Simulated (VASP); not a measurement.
# AlN (AlN (P6_3mc)) in VASP: single point with PBE

Aim: the single point of AlN (AlN (P6_3mc)) with PBE.

All numbers are computed with VASP 6.6.1; they aren't measurements. Logs are shortened: lines on timing, memory, paths and dates and some standing lists are left out, and cuts for length are marked.

**1. The cell of the first run**

The typed cell holds 16 atoms: a = 6.260 Å, b = 6.260 Å, c = 5.017 Å, α = 90.00°, β = 90.00°, γ = 120.00°.

**2. Single point, PBE**

Contents of INCAR:

```
PREC = Accurate
ENCUT = 600
EDIFF = 1E-6
ISMEAR = -1
SIGMA = 0.01
LREAL = False
LASPH = True
NELM = 120
ALGO = Normal
ISIF = 2
LWAVE = False
LCHARG = False
GGA = PE
NBANDS = 46
GGA_COMPAT = False
```

Contents of KPOINTS:

```
regular mesh
0
Gamma
  1 1 2
```

Contents of POSCAR:

```
AlN
1.0
    6.2595139102      0.0000000601      0.0000000000
   -3.1297570100      5.4208980298      0.0000000000
    0.0000000000      0.0000000000      5.0174032950
Al N
8 8
Direct
    0.3335524029      0.1664661886      0.5000247806
    0.3335524029      0.6664661886      0.5000247806
    0.8335524029      0.1664661886      0.5000247806
    0.8335524029      0.6664661886      0.5000247806
    0.1664661886      0.3335524029      0.0000247806
    0.1664661886      0.8335524029      0.0000247806
    0.6664661886      0.3335524029      0.0000247806
    0.6664661886      0.8335524029      0.0000247806
    0.3319615438      0.1680198647      0.8799752194
    0.1680198647      0.3319615438      0.3799752194
    0.3319615438      0.6680198647      0.8799752194
    0.1680198647      0.8319615438      0.3799752194
    0.8319615438      0.1680198647      0.8799752194
    0.6680198647      0.3319615438      0.3799752194
    0.8319615438      0.6680198647      0.8799752194
    0.6680198647      0.8319615438      0.3799752194
```

Potentials or basis: VASP PAW PBE potentials, release 64 (Al, N).

Run with:

```sh
cat potpaw_PBE.64/Al/POTCAR potpaw_PBE.64/N/POTCAR > POTCAR
mpirun -np 1 vasp_std > vasp.out
```

OUTCAR:

```text
PREC = Accurate
   ENCUT = 600
   EDIFF = 1E-6
   ISMEAR = -1
   LREAL = False
   LASPH = True
   NELM = 120
   ISIF = 2
   GGA = PE

 ion  position               nearest neighbor table
   1  0.334  0.166  0.500-  10 1.89   9 1.91  14 1.91  12 1.91   6 3.09   6 3.09   7 3.09   7 3.09
                             5 3.09   5 3.09   4 3.13   4 3.13   2 3.13   2 3.13   3 3.13   3 3.13
   2  0.334  0.666  0.500-  12 1.89  11 1.91  16 1.91  10 1.91   5 3.09   5 3.09   8 3.09   8 3.09
                             6 3.09   6 3.09   3 3.13   3 3.13   1 3.13   1 3.13   4 3.13   4 3.13
   3  0.834  0.166  0.500-  14 1.89  13 1.91  10 1.91  16 1.91   8 3.09   8 3.09   5 3.09   5 3.09
                             7 3.09   7 3.09   2 3.13   2 3.13   4 3.13   4 3.13   1 3.13   1 3.13
   4  0.834  0.666  0.500-  16 1.89  15 1.91  12 1.91  14 1.91   7 3.09   7 3.09   6 3.09   6 3.09
                             8 3.09   8 3.09   1 3.13   1 3.13   3 3.13   3 3.13   2 3.13   2 3.13
   5  0.166  0.334  0.000-   9 1.89  10 1.91  11 1.91  13 1.91   2 3.09   2 3.09   3 3.09   3 3.09
                             1 3.09   1 3.09   8 3.13   8 3.13   6 3.13   6 3.13   7 3.13   7 3.13
   6  0.166  0.834  0.000-  11 1.89  12 1.91   9 1.91  15 1.91   1 3.09   1 3.09   4 3.09   4 3.09
                             2 3.09   2 3.09   7 3.13   7 3.13   5 3.13   5 3.13   8 3.13   8 3.13
   7  0.666  0.334  0.000-  13 1.89  14 1.91  15 1.91   9 1.91   4 3.09   4 3.09   1 3.09   1 3.09
                             3 3.09   3 3.09   6 3.13   6 3.13   8 3.13   8 3.13   5 3.13   5 3.13
   8  0.666  0.834  0.000-  15 1.89  16 1.91  13 1.91  11 1.91   3 3.09   3 3.09   2 3.09   2 3.09
                             4 3.09   4 3.09   5 3.13   5 3.13   7 3.13   7 3.13   6 3.13   6 3.13
   9  0.332  0.168  0.880-   5 1.89   1 1.91   6 1.91   7 1.91
  10  0.168  0.332  0.380-   1 1.89   5 1.91   3 1.91   2 1.91
  11  0.332  0.668  0.880-   6 1.89   2 1.91   5 1.91   8 1.91
  12  0.168  0.832  0.380-   2 1.89   6 1.91   4 1.91   1 1.91
  13  0.832  0.168  0.880-   7 1.89   3 1.91   8 1.91   5 1.91
  14  0.668  0.332  0.380-   3 1.89   7 1.91   1 1.91   4 1.91
  15  0.832  0.668  0.880-   8 1.89   4 1.91   7 1.91   6 1.91
  16  0.668  0.832  0.380-   4 1.89   8 1.91   2 1.91   3 1.91

  LATTYP: Found a hexagonal cell.
 ALAT       =     6.2595139102
 C/A-ratio  =     0.8015643654

  Lattice vectors:

 A1 = (   6.2595139102,   0.0000000601,   0.0000000000)
 A2 = (  -3.1297570100,   5.4208980298,   0.0000000000)
 A3 = (   0.0000000000,   0.0000000000,   5.0174032950)

Analysis of symmetry for initial positions (statically):
=====================================================================
 Subroutine PRICEL returns following result:

  LATTYP: Found a hexagonal cell.
 ALAT       =     3.1297569551
 C/A-ratio  =     1.6031287308

  Lattice vectors:

 A1 = (   3.1297569551,   0.0000000301,   0.0000000000)
 A2 = (  -1.5648785050,   2.7104490149,   0.0000000000)
 A3 = (   0.0000000000,   0.0000000000,   5.0174032950)

   4 primitive cells build up your supercell.

 Routine SETGRP: Setting up the symmetry group for a
 hexagonal supercell.

 Subroutine GETGRP returns: Found  2 space group operations
 (whereof  1 operations were pure point group operations)
 out of a pool of 24 trial point group operations.

The static configuration has the point symmetry C_1 .
 The point group associated with its full space group is C_1h.

Analysis of symmetry for dynamics (positions and initial velocities):
=====================================================================
 Subroutine PRICEL returns following result:

  LATTYP: Found a hexagonal cell.
 ALAT       =     3.1297569551
 C/A-ratio  =     1.6031287308

  Lattice vectors:

 A1 = (   3.1297569551,   0.0000000301,   0.0000000000)
 A2 = (  -1.5648785050,   2.7104490149,   0.0000000000)
 A3 = (   0.0000000000,   0.0000000000,   5.0174032950)

   4 primitive cells build up your supercell.

 Routine SETGRP: Setting up the symmetry group for a
 hexagonal supercell.

 Subroutine GETGRP returns: Found  2 space group operations
 (whereof  1 operations were pure point group operations)
 out of a pool of 24 trial point group operations.

The dynamic configuration has the point symmetry C_1 .
 The point group associated with its full space group is C_1h.

 Subroutine INISYM returns: Found  2 space group operations
 (whereof  1 operations are pure point group operations),
 and found     4 'primitive' translations

----------------------------------------------------------------------------------------

                                     Primitive cell

  volume of cell :      42.5629

  direct lattice vectors                    reciprocal lattice vectors
     3.129756955  0.000000030  0.000000000     0.319513626  0.184471283  0.000000000
    -1.564878505  2.710449015  0.000000000    -0.000000004  0.368942559  0.000000000
     0.000000000  0.000000000  5.017403295     0.000000000  0.000000000  0.199306283

  length of vectors
     3.129756955  3.129756955  5.017403295     0.368942559  0.368942559  0.199306283

  position of ions in fractional coordinates (direct lattice)
     0.667104806  0.332932377  0.500024781
     0.332932377  0.667104806  0.000024781
     0.663923088  0.336039729  0.879975219
     0.336039729  0.663923088  0.379975219

  ion indices of the primitive-cell ions
   primitive index   ion index
                 1           1
                 2           5
                 3           9
                 4          10

----------------------------------------------------------------------------------------

 KPOINTS: regular mesh

Automatic generation of k-mesh.
 Grid dimensions read from file:
 generate k-points for:    1    1    2

 Generating k-lattice:

  Cartesian coordinates                     Fractional coordinates (reciprocal lattice)
     0.159756813  0.092235641  0.000000000     1.000000000 -0.000000000  0.000000000
    -0.000000002  0.184471279  0.000000000     0.000000000  1.000000000  0.000000000
     0.000000000  0.000000000  0.099653141     0.000000000  0.000000000  0.500000000

  Length of vectors
     0.184471279  0.184471279  0.099653141

  Shift w.r.t. Gamma in fractional coordinates (k-lattice)
     0.000000000  0.000000000  0.000000000

 Subroutine IBZKPT returns following result:
 ===========================================

 Found      2 irreducible k-points:

 Following reciprocal coordinates:
            Coordinates               Weight
  0.000000  0.000000  0.000000      1.000000
  0.000000  0.000000  0.500000      1.000000
   k-points           NKPTS =      2   k-points in BZ     NKDIM =      2   number of bands    NBANDS=     46
   number of dos      NEDOS =    301   number of ions     NIONS =     16
   total plane-waves  NPLWV = 100000
   dimension x,y,z NGX =    50 NGY =   50 NGZ =   40
   dimension x,y,z NGXF=   100 NGYF=  100 NGZF=   80
   ions per type =               8   8
   NGX,Y,Z   is equivalent  to a cutoff of  13.28, 13.28, 13.25 a.u.
   NGXF,Y,Z  is equivalent  to a cutoff of  26.56, 26.56, 26.51 a.u.
 SYSTEM =  unknown system
   PREC   = accura    normal or accurate (medium, high low for compatibility)
   ISTART =      0    job   : 0-new  1-cont  2-samecut
   ICHARG =      2    charge: 1-file 2-atom 10-const
   ISPIN  =      1    spin polarized calculation?
   LNONCOLLINEAR =      F non collinear calculations
   LSORBIT =      F    spin-orbit coupling
   LASPH  =      T    aspherical Exc in radial PAW
   ENCUT  =  600.0 eV  44.10 Ry    6.64 a.u.  12.50 12.50 10.02*2*pi/ulx,y,z
   NELM   =    120;   NELMIN=  2; NELMDL= -5     # of ELM steps
   EDIFF  = 0.1E-05   stopping-criterion for ELM
   LREAL  =      F    real-space projection
   EDIFFG = 0.1E-04   stopping-criterion for IOM
   NSW    =      0    number of steps for IOM
   IBRION =     -1    ionic relax: 0-MD 1-quasi-New 2-CG
   NFREE  =      0    steps in history (QN), initial steepest desc. (CG)
   ISIF   =      2    stress and relaxation
   ISYM   =      2    0-nonsym 1-usesym 2-fastsym
   POTIM  = 0.5000    time-step for ionic-motion
   TEBEG  =    0.0;   TEEND  =   0.0 temperature during run
   PSTRESS=    0.0 pullay stress
   NELECT =      64.0000    total number of electrons
   NUPDOWN=      -1.0000    fix difference up-down
   EMIN   =  10.00;   EMAX   =-10.00  energy-range for DOS
   EFERMI =   0.00;   METHOD = LEGACY
   ISMEAR =    -1;   SIGMA  =   0.01  broadening in eV -4-tet -1-fermi 0-gaus
   EFERMI_NEDOS =   21; number of points for ismear=-14 and -15
   IALGO  =     38    algorithm
   IMIX   =      4    mixing-type and parameters
     AMIX     =   0.40;   BMIX     =  1.00
     AMIX_MAG =   1.60;   BMIX_MAG =  1.00
  volume/ion in A,a.u.               =      10.64        71.81
  Fermi-wavevector in a.u.,A,eV,Ry     =   1.181511  2.232733 18.993310  1.395969
  Thomas-Fermi vector in A             =   2.317783
   LORBIT       =      0    0 simple, 1 ext, 2 COOP (PROOUT), +10 PAW based schemes
   GGA     = PE    functional components
   LHFCALC =     F    Hartree Fock is set to
   AEXX    =    0.0000 exact exchange contribution
   IVDW    =     0    specifies the selected vdW correction
   LEPSILON=     F    determine dielectric tensor
   LRPA    =     F    only Hartree local field effects (RPA)
 non-spin polarized calculation
  energy-cutoff  :      600.00
  volume of cell :      170.25
 maximum number of plane-waves:      5708
 NGX is ok and might be reduce to    50
   NGX = 25   NGY = 25   NGZ = 21

 number of electron      63.9999995 magnetization

 Free energy of the ion-electron system (eV)
  ---------------------------------------------------
  ext. energy  EPLUGINS =         0.00000000
  ---------------------------------------------------
  free energy    TOTEN  =      -114.16738194 eV

  energy without entropy =     -114.16738194  energy(sigma->0) =     -114.16738194

 E-fermi :   6.4649     XC(G=0): -10.7734

 val. band max:        6.1597831239   @ k =   0.0000   0.0000   0.0000
 cond. band min:      10.1586232076   @ k =   0.0000   0.0000   0.0000
 fundamental gap:      3.9988400837
 Fermi energy:         6.4648910317

 k-point     1 :       0.0000    0.0000    0.0000
  band No.  band energies     occupation
      1      -8.9312      2.00000
      2      -6.9910      2.00000
      3      -6.9910      2.00000
      4      -6.9576      2.00000
      5      -6.8022      2.00000
      6      -6.3154      2.00000
[... 36 lines left out ...]
     43      14.1397      0.00000
     44      16.2611      0.00000

 k-point     2 :       0.0000    0.0000    0.5000
  band No.  band energies     occupation
      1      -8.0520      2.00000
      2      -8.0520      2.00000
      3      -6.6102      2.00000
      4      -6.6102      2.00000
      5      -6.6102      2.00000
      6      -6.6102      2.00000
[... 36 lines left out ...]
     43      15.1658      0.00000
     44      15.1658      0.00000
 [bands above 44 left out]

------------------------ aborting loop because EDIFF is reached ----------------------------------------

  FORCE on cell =-STRESS in cart. coord.  units (eV):
  Direction    XX          YY          ZZ          XY          YZ          ZX
  --------------------------------------------------------------------------------------
  -------------------------------------------------------------------------------------
  Total        5.1926084      4.3492705     -7.3519855     -0.7303520     -0.0032910     -0.0019000
  in kB       48.8658315     40.9294719    -69.1869786     -6.8730887     -0.0309702     -0.0178806
  external PRESSURE =       6.8694416 kB  Pullay stress =       0.0000000 kB

 VOLUME and BASIS-vectors are now :
 -----------------------------------------------------------------------------
  energy-cutoff  :      600.00
  volume of cell :      170.25
      direct lattice vectors                 reciprocal lattice vectors
     6.259513910  0.000000060  0.000000000     0.159756813  0.092235641  0.000000000
    -3.129757010  5.420898030  0.000000000    -0.000000002  0.184471279  0.000000000
     0.000000000  0.000000000  5.017403295     0.000000000  0.000000000  0.199306283

 POSITION                                       TOTAL-FORCE (eV/Angst)
 -----------------------------------------------------------------------------------
      1.56688      0.90240      2.50883         0.111538     -0.066220     -0.428665
      0.00200      3.61285      2.50883         0.111538     -0.066220     -0.428665
      4.69663      0.90240      2.50883         0.111538     -0.066220     -0.428665
      3.13176      3.61285      2.50883         0.111538     -0.066220     -0.428665
     -0.00194      1.80815      0.00012        -0.113117      0.063485     -0.428665
     -1.56682      4.51860      0.00012        -0.113117      0.063485     -0.428665
[... 8 lines left out ...]
      3.11694      3.62127      4.41519         0.186158     -0.105655      0.428665
      1.57764      4.50998      1.90649        -0.184579      0.108390      0.428665
 -----------------------------------------------------------------------------------
    total drift:                               -0.000012     -0.000021      0.002076

  FREE ENERGIE OF THE ION-ELECTRON SYSTEM (eV)
  ---------------------------------------------------
  free  energy   TOTEN  =      -114.1673819364 eV

  energy  without entropy=     -114.1673819364  energy(sigma->0) =     -114.16738194
```

Wall time 39 s (1 thread of AMD EPYC 7R13, shared host); peak memory 0.26 GiB.

Results:

| Quantity | Value |
| --- | --- |
| Free energy | -114.1674 eV |
| Pressure | 0.7 GPa |
| Largest force | 0.479 eV/Å |
| Band gap on the k mesh | 4.00 eV |

Forces on the atoms (eV/Å):
```
Al   0.112 -0.066 -0.429
Al   0.112 -0.066 -0.429
Al   0.112 -0.066 -0.429
Al   0.112 -0.066 -0.429
Al  -0.113  0.063 -0.429
Al  -0.113  0.063 -0.429
Al  -0.113  0.063 -0.429
Al  -0.113  0.063 -0.429
N    0.186 -0.106  0.429
N   -0.185  0.108  0.429
N    0.186 -0.106  0.429
N   -0.185  0.108  0.429
N    0.186 -0.106  0.429
N   -0.185  0.108  0.429
N    0.186 -0.106  0.429
N   -0.185  0.108  0.429
```

Caveat: the k points lie up to 1.16 Å⁻¹ apart. Expect the measured gap to be larger: semilocal functionals such as PBE lack the derivative discontinuity.
